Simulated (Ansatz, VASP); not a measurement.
**In7O: VASP beside Ansatz**

```
In O
1.0
     0.00000    4.82348    4.82348
     4.82348    0.00000    4.82348
     4.82348    4.82348    0.00000
In O
7 1
Direct
  0.25480 0.74520 0.74520
  0.74520 0.25480 0.25480
  0.74520 0.74520 0.25480
  0.25480 0.25480 0.74520
  0.25480 0.74520 0.25480
  0.74520 0.25480 0.74520
  0.75000 0.75000 0.75000
  0.00000 0.00000 0.00000
```

Alike in both runs: functional PBE; k mesh 6 × 6 × 6; occupations gaussian, width 0.1 eV; no spin polarisation.

Ansatz relaxed the structure, and its values are those at the end. VASP's run is a single point on that final structure, the one shown.

|  | VASP | Ansatz |
| --- | --- | --- |
| version | VASP 6.6.1 | Ansatz 0.2.0 |
| potentials or method | VASP PAW PBE potentials, release 64 (In_d, O), cutoff 600 eV | scalar-relativistic, plane waves, PAW |
| valence electrons in the cell | 97 | 97 |

Ansatz gave:

```
gap on the k mesh at the Fermi level (eV) : none
pressure (GPa)                            : 0.0
rms of the force components (eV/Å)        : 0.004
```

Question: What did VASP give for the same quantities?

Answer: gap on the k mesh at the Fermi level (eV): none; pressure (GPa): 0.0; rms of the force components (eV/Å): 0.008.

A gap of «none» marks a metal or a gap that the smearing closes. With one functional, cell and mesh, what is left measures potentials, basis and numerics.
